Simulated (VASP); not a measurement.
# Re (Fd-3m) in VASP: a series of runs

Re is run at these levels: r2SCAN; tasks: single point, relaxation of cell and atoms.

Program: VASP 6.6.1. These are calculated values, not measurements. Logs are shortened: lines on timing, memory, paths and dates and some standing lists are left out, and cuts for length are marked.

## 1. The cell of the first run

It takes space group Fd-3m (No. 227, cubic). Conventional cell: a = 5.614 Å, b = 5.614 Å, c = 5.614 Å, α = 90.00°, β = 90.00°, γ = 90.00°. Re (site symmetry -43m) has 4 Re at 2.43 Å within 3.2 Å.

This isn't the form of Re at room conditions, which is hcp.

## 2. Single point, r2SCAN

POSCAR reads:

```
Re
1.0
    0.0000000000      2.8067819073      2.8067819073
    2.8067819073      0.0000000000      2.8067819073
    2.8067819073      2.8067819073      0.0000000000
Re
2
Direct
    1.0000000000      1.0000000000      1.0000000000
    0.2500000000      0.2500000000      0.2500000000
```

INCAR.step1 reads:

```
SYSTEM = Re
PREC = Accurate
ENCUT = 660
ISMEAR = 1
SIGMA = 0.05
LREAL = .FALSE.
LASPH = .TRUE.
NELM = 120
NBANDS = 14
GGA = PE
ALGO = Normal
EDIFF = 1E-5
LWAVE = .TRUE.
LCHARG = .FALSE.
GGA_COMPAT = .FALSE.
```

INCAR.step2 reads:

```
SYSTEM = Re
PREC = Accurate
ENCUT = 660
EDIFF = 1E-6
ISMEAR = 1
SIGMA = 0.05
LREAL = .FALSE.
LASPH = .TRUE.
NELM = 120
ALGO = Normal
ISIF = 2
LWAVE = .FALSE.
LCHARG = .FALSE.
METAGGA = R2SCAN
LMIXTAU = .TRUE.
NBANDS = 14
ISTART = 1
GGA_COMPAT = .FALSE.
```

KPOINTS reads:

```
regular mesh
0
G
  8 8 8
  0 0 0
```

Potentials or basis: VASP PAW PBE potentials, release 64 (Re).

On the command line:

```console
$ cat potpaw_PBE.64/Re/POTCAR > POTCAR
$ cp INCAR.step1 INCAR
$ mpirun -np 1 vasp_std > vasp.out
$ cp INCAR.step2 INCAR
$ mpirun -np 1 vasp_std > vasp.out
```

OUTCAR:

```text
SYSTEM = Re
   PREC = Accurate
   ENCUT = 660
   EDIFF = 1E-6
   ISMEAR = 1
   LREAL = .FALSE.
   LASPH = .TRUE.
   NELM = 120
   ISIF = 2
   METAGGA = R2SCAN
   ISTART = 1

 ion  position               nearest neighbor table
   1  0.000  0.000  0.000-   2 2.43   2 2.43   2 2.43   2 2.43
   2  0.250  0.250  0.250-   1 2.43   1 2.43   1 2.43   1 2.43

  LATTYP: Found a face centered cubic cell.
 ALAT       =     5.6135638146

  Lattice vectors:

 A1 = (   0.0000000000,   2.8067819073,   2.8067819073)
 A2 = (   2.8067819073,   0.0000000000,   2.8067819073)
 A3 = (   2.8067819073,   2.8067819073,   0.0000000000)

Analysis of symmetry for initial positions (statically):
=====================================================================
 Subroutine PRICEL returns:
 Original cell was already a primitive cell.

 Routine SETGRP: Setting up the symmetry group for a
 face centered cubic supercell.

 Subroutine GETGRP returns: Found 48 space group operations
 (whereof 24 operations were pure point group operations)
 out of a pool of 48 trial point group operations.

The static configuration has the point symmetry T_d .
 The point group associated with its full space group is O_h .

Analysis of symmetry for dynamics (positions and initial velocities):
=====================================================================
 Subroutine PRICEL returns:
 Original cell was already a primitive cell.

 Routine SETGRP: Setting up the symmetry group for a
 face centered cubic supercell.

 Subroutine GETGRP returns: Found 48 space group operations
 (whereof 24 operations were pure point group operations)
 out of a pool of 48 trial point group operations.

The dynamic configuration has the point symmetry T_d .
 The point group associated with its full space group is O_h .

 Subroutine INISYM returns: Found 48 space group operations
 (whereof 24 operations are pure point group operations),
 and found     1 'primitive' translations

----------------------------------------------------------------------------------------

                                     Primitive cell

  volume of cell :      44.2238

  direct lattice vectors                    reciprocal lattice vectors
     0.000000000  2.806781907  2.806781907    -0.178139954  0.178139954  0.178139954
     2.806781907  0.000000000  2.806781907     0.178139954 -0.178139954  0.178139954
[... 95 lines left out ...]
   PSTRESS=    0.0 pullay stress
   NELECT =      14.0000    total number of electrons
   NUPDOWN=      -1.0000    fix difference up-down
   EMIN   =  10.00;   EMAX   =-10.00  energy-range for DOS
   EFERMI =   0.00;   METHOD = LEGACY
   ISMEAR =     1;   SIGMA  =   0.05  broadening in eV -4-tet -1-fermi 0-gaus
   EFERMI_NEDOS =   21; number of points for ismear=-14 and -15
   IALGO  =     38    algorithm
   IMIX   =      4    mixing-type and parameters
     AMIX     =   0.40;   BMIX     =  1.00
     AMIX_MAG =   1.60;   BMIX_MAG =  1.00
  volume/ion in A,a.u.               =      22.11       149.22
  Fermi-wavevector in a.u.,A,eV,Ry     =   1.115746  2.108455 16.937758  1.244890
  Thomas-Fermi vector in A             =   2.252354
   LORBIT       =      0    0 simple, 1 ext, 2 COOP (PROOUT), +10 PAW based schemes
   METAGGA = R2SCAN    functional components
   LHFCALC =     F    Hartree Fock is set to
   AEXX    =    0.0000 exact exchange contribution
   IVDW    =     0    specifies the selected vdW correction
   LEPSILON=     F    determine dielectric tensor
   LRPA    =     F    only Hartree local field effects (RPA)
 non-spin polarized calculation
 Methfessel and Paxton  Order N= 1 SIGMA  =   0.05
  energy-cutoff  :      660.00
  volume of cell :       44.22
 maximum number of plane-waves:      1727
 NGX is ok and might be reduce to    36
   NGX = 17   NGY = 17   NGZ = 17

 number of electron      14.0000001 magnetization

 Free energy of the ion-electron system (eV)
  ---------------------------------------------------
  ext. energy  EPLUGINS =         0.00000000
  ---------------------------------------------------
  free energy    TOTEN  =      -101.78582564 eV

  energy without entropy =     -101.78590942  energy(sigma->0) =     -101.78585357

 E-fermi :   3.4479     XC(G=0): -11.8662

 val. band max:        3.4048630501   @ k =  -0.2500   0.2500   0.0000
 cond. band min:       3.4560261766   @ k =  -0.2500   0.2500   0.0000
 fundamental gap:      0.0511631264
 Fermi energy:         3.4478973916

 k-point     1 :       0.0000    0.0000    0.0000
  band No.  band energies     occupation
      1      -3.7177      2.00000
      2       0.2616      2.00000
      3       0.2616      2.00000
      4       0.9659      2.00000
      5       0.9659      2.00000
      6       0.9659      2.00000
      7       4.1505     -0.00000
      8       4.1505     -0.00000
      9       4.1505     -0.00000
     10       7.8712      0.00000
     11       7.8712      0.00000
     12      15.5818      0.00000
     13      15.7011      0.00000
     14      16.9012      0.00000
[... 377 lines left out ...]
      1      -0.4931      2.00000
      2      -0.4480      2.00000
      3       0.0164      2.00000
      4       0.6889      2.00000
      5       1.4959      2.00000
      6       1.6091      2.00000
      7       3.4003      2.03857
      8       4.2052     -0.00000
      9       5.0775      0.00000
     10       6.9055      0.00000
     11       7.4101      0.00000
     12       7.8848      0.00000
     13      11.1037      0.00000
     14      11.8691      0.00000

 [... further k-points ...]

------------------------ aborting loop because EDIFF is reached ----------------------------------------

  FORCE on cell =-STRESS in cart. coord.  units (eV):
  Direction    XX          YY          ZZ          XY          YZ          ZX
  --------------------------------------------------------------------------------------
  -------------------------------------------------------------------------------------
  Total       -0.5261257     -0.5261257     -0.5261257      0.0000000     -0.0000000      0.0000000
  in kB      -19.0609314    -19.0609314    -19.0609314      0.0000000     -0.0000000      0.0000000
  external PRESSURE =     -19.0609314 kB  Pullay stress =       0.0000000 kB

 VOLUME and BASIS-vectors are now :
 -----------------------------------------------------------------------------
  energy-cutoff  :      660.00
  volume of cell :       44.22
      direct lattice vectors                 reciprocal lattice vectors
     0.000000000  2.806781907  2.806781907    -0.178139954  0.178139954  0.178139954
     2.806781907  0.000000000  2.806781907     0.178139954 -0.178139954  0.178139954
     2.806781907  2.806781907  0.000000000     0.178139954  0.178139954 -0.178139954

 POSITION                                       TOTAL-FORCE (eV/Angst)
 -----------------------------------------------------------------------------------
      0.00000      0.00000      0.00000        -0.000000     -0.000000      0.000000
      1.40339      1.40339      1.40339         0.000000      0.000000     -0.000000
 -----------------------------------------------------------------------------------
    total drift:                                0.000000      0.000000      0.000000

  FREE ENERGIE OF THE ION-ELECTRON SYSTEM (eV)
  ---------------------------------------------------
  free  energy   TOTEN  =      -101.7858256377 eV

  energy  without entropy=     -101.7859094236  energy(sigma->0) =     -101.78585357
```

OUTCAR.step1:

```text
SYSTEM = Re
   PREC = Accurate
   ENCUT = 660
   ISMEAR = 1
   LREAL = .FALSE.
   LASPH = .TRUE.
[... 632 lines left out ...]
      0.00000      0.00000      0.00000        -0.000000     -0.000000      0.000000
      1.40339      1.40339      1.40339         0.000000      0.000000     -0.000000
 -----------------------------------------------------------------------------------
    total drift:                                0.000000      0.000000      0.000000

  FREE ENERGIE OF THE ION-ELECTRON SYSTEM (eV)
  ---------------------------------------------------
  free  energy   TOTEN  =       -21.7455146007 eV

  energy  without entropy=      -21.7446720225  energy(sigma->0) =      -21.74523374
```

Wall time 97 s (1 thread of Intel Xeon 6975P-C (Granite Rapids), shared host); peak memory 0.22 GiB.

What came out:

```
Free energy            : -101.7858 eV
Pressure               : -1.9 GPa
Band gap on the k mesh : zero (bands 7 and 8 overlap by 1.55 eV)
```

Levels at points of the mesh, in eV from the Fermi level:
```tsv
k point	band 5	band 6	band 7	band 8	band 9	band 10
(0.00, 0.00, 0.00)	-2.48	-2.48	0.70	0.70	0.70	4.42
(0.50, 0.00, 0.00)	-2.69	-2.69	-0.92	1.82	1.82	3.49
(0.50, 0.50, 0.00)	-2.04	-2.04	0.03	0.03	3.88	3.88
```

Caveat: the PAW data sets were made with another functional, which shifts forces and pressure a little; spin-orbit coupling is left out, which moves the levels of the heavy elements.

## 3. Relaxation of cell and atoms, r2SCAN

This run uses another cell than the first one, of 19.14 Å³/atom.

POSCAR reads:

```
Re
1.0
    0.0000000000      2.6750000000      2.6750000000
    2.6750000000      0.0000000000      2.6750000000
    2.6750000000      2.6750000000      0.0000000000
Re
2
Direct
    1.0000000000      1.0000000000      1.0000000000
    0.2500000000      0.2500000000      0.2500000000
```

INCAR.step1 reads:

```
SYSTEM = Re
  ALGO = Normal
  EDIFF = 1E-5
  EDIFFG = -0.005
  ENCUT = 660
  GGA = PE
  GGA_COMPAT = .False.
  IBRION = 2
  ISIF = 3
  ISMEAR = 1
  LASPH = .True.
  LCHARG = .False.
  LREAL = .False.
  LWAVE = .True.
  NELM = 120
  NELMIN = 4
  NSW = 100
  PREC = Accurate
  SIGMA = 0.05
```

INCAR.step2 reads:

```
SYSTEM = Re
  ALGO = Normal
  EDIFF = 1E-7
  EDIFFG = -0.01
  ENCUT = 660
  GGA_COMPAT = .False.
  IBRION = 2
  ISIF = 3
  ISMEAR = 1
  ISTART = 1
  LASPH = .True.
  LCHARG = .False.
  LMIXTAU = .True.
  LREAL = .False.
  LWAVE = .False.
  METAGGA = R2SCAN
  NELM = 120
  NELMIN = 4
  NSW = 80
  PREC = Accurate
  SIGMA = 0.05
```

KPOINTS reads:

```
k-points
0
Gamma
  8 8 8
  0 0 0
```

Potentials or basis: VASP PAW PBE potentials, release 64 (Re).

On the command line:

```console
$ cat potpaw_PBE.64/Re/POTCAR > POTCAR
$ cp INCAR.step1 INCAR
$ mpirun -np 1 vasp_std > vasp.out
$ cp INCAR.step2 INCAR
$ mpirun -np 1 vasp_std > vasp.out
```

OUTCAR:

```text
SYSTEM = Re
   EDIFF = 1E-7
   EDIFFG = -0.01
   ENCUT = 660
   IBRION = 2
   ISIF = 3
   ISMEAR = 1
   ISTART = 1
   LASPH = .True.
   LREAL = .False.
   METAGGA = R2SCAN
   NELM = 120
   NELMIN = 4
   NSW = 80
   PREC = Accurate

 ion  position               nearest neighbor table
   1  0.000  0.000  0.000-   2 2.32   2 2.32   2 2.32   2 2.32
   2  0.250  0.250  0.250-   1 2.32   1 2.32   1 2.32   1 2.32

  LATTYP: Found a face centered cubic cell.
 ALAT       =     5.3500000000

  Lattice vectors:

 A1 = (   0.0000000000,   2.6750000000,   2.6750000000)
 A2 = (   2.6750000000,   0.0000000000,   2.6750000000)
 A3 = (   2.6750000000,   2.6750000000,   0.0000000000)

Analysis of symmetry for initial positions (statically):
=====================================================================
 Subroutine PRICEL returns:
 Original cell was already a primitive cell.

[... 163 lines left out ...]

 number of electron      14.0000000 magnetization

 Free energy of the ion-electron system (eV)
  ---------------------------------------------------
  ext. energy  EPLUGINS =         0.00000000
  ---------------------------------------------------
  free energy    TOTEN  =      -101.29198503 eV

  energy without entropy =     -101.29147521  energy(sigma->0) =     -101.29181509

 E-fermi :   4.8989     XC(G=0): -12.6687

 val. band max:        4.8386565583   @ k =  -0.2500   0.2500   0.0000
 cond. band min:       4.8999831677   @ k =  -0.3750   0.2500   0.1250
 fundamental gap:      0.0613266094
 Fermi energy:         4.8989494873
[... 824 lines left out ...]
--------------------------------------- Ionic step        5  -------------------------------------------

 number of electron      14.0000000 magnetization

 Free energy of the ion-electron system (eV)
  ---------------------------------------------------
  ext. energy  EPLUGINS =         0.00000000
  ---------------------------------------------------
  free energy    TOTEN  =      -101.78837767 eV

  energy without entropy =     -101.78820772  energy(sigma->0) =     -101.78832102

 E-fermi :   3.5391     XC(G=0): -11.9232

 val. band max:        3.5009806578   @ k =  -0.2500   0.2500   0.0000
 cond. band min:       3.5435000960   @ k =  -0.2500   0.2500   0.0000
 fundamental gap:      0.0425194383
 Fermi energy:         3.5390689808
[... 365 lines left out ...]
  FREE ENERGIE OF THE ION-ELECTRON SYSTEM (eV)
  ---------------------------------------------------
  free  energy   TOTEN  =      -101.7883776686 eV

  energy  without entropy=     -101.7882077189  energy(sigma->0) =     -101.78832102

 reached required accuracy - stopping structural energy minimisation
```

OUTCAR.step1:

```text
SYSTEM = Re
   EDIFF = 1E-5
   EDIFFG = -0.005
   ENCUT = 660
   GGA = PE
   IBRION = 2
   ISIF = 3
   ISMEAR = 1
   LASPH = .True.
   LREAL = .False.
   NELM = 120
   NELMIN = 4
   NSW = 100
[... 1070 lines left out ...]
  free energy    TOTEN  =       -21.74744667 eV

  energy without entropy =      -21.74655988  energy(sigma->0) =      -21.74715108

 E-fermi :   3.5299     XC(G=0): -11.0415

 val. band max:        3.5165354440   @ k =   0.5000   0.5000   0.0000
 cond. band min:       3.7228387165   @ k =  -0.3750   0.2500   0.0000
 fundamental gap:      0.2063032725
 Fermi energy:         3.5298573836
[... 365 lines left out ...]
  FREE ENERGIE OF THE ION-ELECTRON SYSTEM (eV)
  ---------------------------------------------------
  free  energy   TOTEN  =       -21.7474466745 eV

  energy  without entropy=      -21.7465598780  energy(sigma->0) =      -21.74715108

 reached required accuracy - stopping structural energy minimisation
```

It took 7 min on 1 thread of Intel Xeon 6975P-C (Granite Rapids), shared host; peak memory 0.2 GiB.

Results:

- Free energy: -101.7884 eV
- Relaxed volume: 21.88 Å³/atom
- Relaxed cell: a = 3.956 Å, b = 3.956 Å, c = 3.956 Å, α = 60.00°, β = 60.00°, γ = 60.00°
- Space group after relaxing (to 0.1 Å): Fd-3m (No. 227)
- Pressure after relaxing: 0.0 GPa
- Band gap on the k mesh: zero (bands 7 and 8 overlap by 1.57 eV)

Final structure:
```yaml
crystal:
  lattice:
    - [0.00000, 2.79697, 2.79697]
    - [2.79697, 0.00000, 2.79697]
    - [2.79697, 2.79697, 0.00000]
  atoms:
    - { symbol: Re, position: [0.00000, 0.00000, 0.00000] }
    - { symbol: Re, position: [0.25000, 0.25000, 0.25000] }
```

Caveat: the PAW data sets were made with another functional, which shifts forces and pressure a little; spin-orbit coupling is left out, which moves the levels of the heavy elements.
